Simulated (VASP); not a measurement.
TaN, 6 atoms in the cell. The structure is hexagonal, space group P6/mmm (No. 191). The conventional cell has a = 5.185 Å, b = 5.185 Å, c = 2.908 Å, α = 90.00°, β = 90.00°, γ = 120.00°. Ta (site symmetry 6/mmm) has 6 N at 2.59 Å and 14 Ta at 2.91 to 3.33 Å within 3.4 Å. Ta (site symmetry -6m2) has 6 N at 2.09 Å within 2.8 Å. N (site symmetry mmm) has 6 Ta at 2.09 to 2.59 Å and 4 N at 2.59 Å within 2.8 Å. 

* Program: VASP 6.6.1
* Task: density of states
* Functional: PBE
* Potentials or basis: VASP PAW PBE potentials, release 64 (Ta_pv, N)
* Cutoff: 520 eV
* k mesh: 6 × 6 × 9
* Occupations: fermi-dirac, width 0.02 eV
* Spin: no spin polarisation
* Dipole correction: no
* k mesh for the DOS: 9 × 9 × 14
* Occupations for the DOS: tetrahedron
* Further INCAR settings: ALGO = Normal; EDIFF = 1e-06

Potentials or basis: VASP PAW PBE potentials, release 64 (Ta_pv, N).

Command:

```console
$ cat potpaw_PBE.64/Ta_pv/POTCAR potpaw_PBE.64/N/POTCAR > POTCAR
$ cp INCAR.step1 INCAR
$ cp KPOINTS.step1 KPOINTS
$ mpirun -np 1 vasp_std > vasp.out
$ cp INCAR.step2 INCAR
$ cp KPOINTS.step2 KPOINTS
$ mpirun -np 1 vasp_std > vasp.out
```

Hardware: 1 thread of Intel(R) Xeon(R) Platinum 8375C CPU @ 2.90GHz (Ice Lake) (shared host).

Q: How long does it take, and how much memory?

A: It took 3.7 min on 1 thread of Intel(R) Xeon(R) Platinum 8375C CPU @ 2.90GHz (Ice Lake), with other jobs on the host, peak memory 0.29 GiB. Counts: k points 96.
